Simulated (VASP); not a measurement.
A run of VASP 6.6.1:

INCAR

```
  PREC = Accurate
  ENCUT = 520
  EDIFF = 1E-6
  ISMEAR = 0
  SIGMA = 0.15
  LREAL = F
  LASPH = T
  NELM = 100
  ALGO = Normal
  ISIF = 2
  LWAVE = F
  LCHARG = T
  GGA = PE
  LELF = T
  LVHAR = T
  NBANDS = 32
```

Contents of KPOINTS:

```
Automatic mesh
0
Gamma
  12 12 12
```

POSCAR

```
Sn3Se
1.0
    0.0000000000      3.7093144694      3.7093144694
    3.7279542406     -0.0186397712      3.7279542406
    3.7279542406      3.7279542406     -0.0186397712
Sn Se
3 1
Direct
    0.2500000000      0.2500000000      0.2500000000
    0.7500000000      0.7500000000      0.7500000000
    0.5000000000      0.5000000000      0.5000000000
    0.0000000000      0.0000000000      0.0000000000
```

Potentials or basis: VASP PAW PBE potentials, release 64 (Sn_d, Se).

The run is started by

```bash
$ cat potpaw_PBE.64/Sn_d/POTCAR potpaw_PBE.64/Se/POTCAR > POTCAR
$ mpirun -np 1 vasp_std > vasp.out
```

Hardware: 1 thread of Intel(R) Xeon(R) 6975P-C (Granite Rapids), with other jobs on the host.

Estimate the wall time of this run.

Wall time 9.4 min on 1 thread of Intel(R) Xeon(R) 6975P-C (Granite Rapids), with other jobs on the host, peak memory 0.81 GiB. Counts: scf iterations 12, k points 280.
